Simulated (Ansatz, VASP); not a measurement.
**CdS: VASP beside Ansatz**

```
Cd S
1.0
     0.00000    2.54416    2.54416
     2.54416    0.00000    2.54416
     2.54416    2.54416    0.00000
Cd S
1 1
Direct
  0.00000 0.00000 0.00000
  0.50000 0.50000 0.50000
```

Alike in both runs: task single point; functional PBE; k mesh 12 × 12 × 12; occupations gaussian, width 0.01 eV; no spin polarisation.

|  | VASP | Ansatz |
| --- | --- | --- |
| version | VASP 6.6.1 | Ansatz 0.2.0 |
| potentials or method | VASP PAW PBE potentials, release 64 (Cd, S), cutoff 500 eV | scalar-relativistic, plane waves, PAW |
| valence electrons in the cell | 18 | 26 |

Ansatz gave:

* gap on the k mesh at the Fermi level (eV): 0.14
* least direct gap on the mesh (eV): 3.12
* pressure (GPa): 28.5

Question: Which values does VASP return?

Answer: gap on the k mesh at the Fermi level (eV): 0.14; least direct gap on the mesh (eV): 3.17; pressure (GPa): 29.7.

Both programs put the cell under a high pressure, so it lies far from rest at this level. With one functional, cell and mesh, what is left measures potentials, basis and numerics. VASP's potentials hold 18 valence electrons a cell and Ansatz's 26, so a difference there can come from the potentials and not from the codes.
